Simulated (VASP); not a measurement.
Crystal: NaH6Os2.

```
CELL_PARAMETERS angstrom
0.00000 3.53476 3.53476
3.53476 0.00000 3.53476
3.53476 3.53476 0.00000
ATOMIC_POSITIONS crystal
Na 0.50000 0.50000 0.50000
H 0.76274 0.23726 0.23726
H 0.23726 0.76274 0.76274
H 0.23726 0.76274 0.23726
H 0.76274 0.23726 0.76274
H 0.23726 0.23726 0.76274
H 0.76274 0.76274 0.23726
Os 0.75000 0.75000 0.75000
Os 0.00000 0.00000 0.00000
```

The cell was built from a structure type or drawn by symmetry, and may not be a known phase.

- Program: VASP 6.6.1
- Task: relaxation of cell and atoms
- Functional: PBE
- Potentials or basis: VASP PAW PBE potentials, release 64 (Na_pv, H, Os)
- Cutoff: 600 eV
- k mesh: 4 × 4 × 4
- Occupations: gaussian, width 0.1 eV
- Spin: no spin polarisation

At the start: pressure -4.3 GPa; volume 9.81 Å³/atom.

**Question.** Where does the relaxation end?

**Answer.** Over 5 steps the energy falls by 6.1 meV/atom and the volume is 9.33 Å³/atom (-4.9 %); space group F-43m (No. 216, to 0.1 Å) before and after.

Step by step:
```
step  energy change (eV)  largest force (eV/Å)  pressure (GPa)  volume (Å³)
   1              0.0000                0.1587           -4.26        88.33
   2             -0.0424                0.2707            0.06        85.04
   3             -0.0432                0.2173           -0.51        85.42
   4             -0.0531                0.0804           -0.22        84.58
   5             -0.0545                0.0201            0.06        83.97
```

Final structure:
```
CELL_PARAMETERS angstrom
0.00000 3.47567 3.47567
3.47567 0.00000 3.47567
3.47567 3.47567 0.00000
ATOMIC_POSITIONS crystal
Na 0.50000 0.50000 0.50000
H 0.76145 0.23855 0.23855
H 0.23855 0.76145 0.76145
H 0.23855 0.76145 0.23855
H 0.76145 0.23855 0.76145
H 0.23855 0.23855 0.76145
H 0.76145 0.76145 0.23855
Os 0.75000 0.75000 0.75000
Os 0.00000 0.00000 0.00000
```

Caveat: the k points lie up to 0.39 Å⁻¹ apart in the final cell, too coarse for converged energies and pressures of a metal.
